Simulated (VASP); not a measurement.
Set up this calculation in VASP 6.6.1, as the native input.

```
Task                   : single point
Functional             : PBE
Potentials or basis    : VASP PAW PBE potentials, release 64 (Ru_pv)
Cutoff                 : 520 eV
k mesh                 : 24 × 24 × 12
Occupations            : gaussian, width 0.15 eV
Spin                   : no spin polarisation
Dipole correction      : no
Further INCAR settings : ALGO = Fast; EDIFF = 1e-06; NBANDS = 21
```

The structure of Ru lies in POSCAR:

```
Ru
1.0
    2.4013969091      0.0000000000      0.0000000000
   -1.2006984546      2.6069111941      0.0000000000
    0.0000000000      0.0000000000      4.2819000000
Ru
2
Direct
    0.3333333333      0.6666666667      0.2500000000
    0.6666666667      0.3333333333      0.7500000000
```

This cell differs from its parent crystal: strain -0.1125 x Voigt [1, -1, 0, 0, 0, 0].

One way to write it, as run:

INCAR

```
PREC = Accurate ; ENCUT = 520
EDIFF = 1E-6 ; ISMEAR = 0
SIGMA = 0.15 ; LREAL = F
LASPH = T ; NELM = 100
ALGO = Fast ; ISIF = 2
LWAVE = F ; LCHARG = F
GGA = PE ; NBANDS = 21
```

KPOINTS

```
Automatic mesh
0
Gamma
  24 24 12
```

Potentials or basis: VASP PAW PBE potentials, release 64 (Ru_pv).

Run with:

```sh
$ cat potpaw_PBE.64/Ru_pv/POTCAR > POTCAR
$ mpirun -np 1 vasp_std > vasp.out
```

Results of the run:

- Pressure: 23.6 GPa
- Largest force: 0.529 eV/Å
- Band gap on the k mesh: zero (bands 14 and 15 overlap by 2.79 eV)

Caveat: the cell differs from its parent crystal (strain -0.1125 x Voigt [1, -1, 0, 0, 0, 0]); the cell stands under pressure.

Wall time 4.4 min on 1 thread of AMD EPYC 9R45 96-Core Processor (Zen 5), on a shared host, peak memory 0.51 GiB.
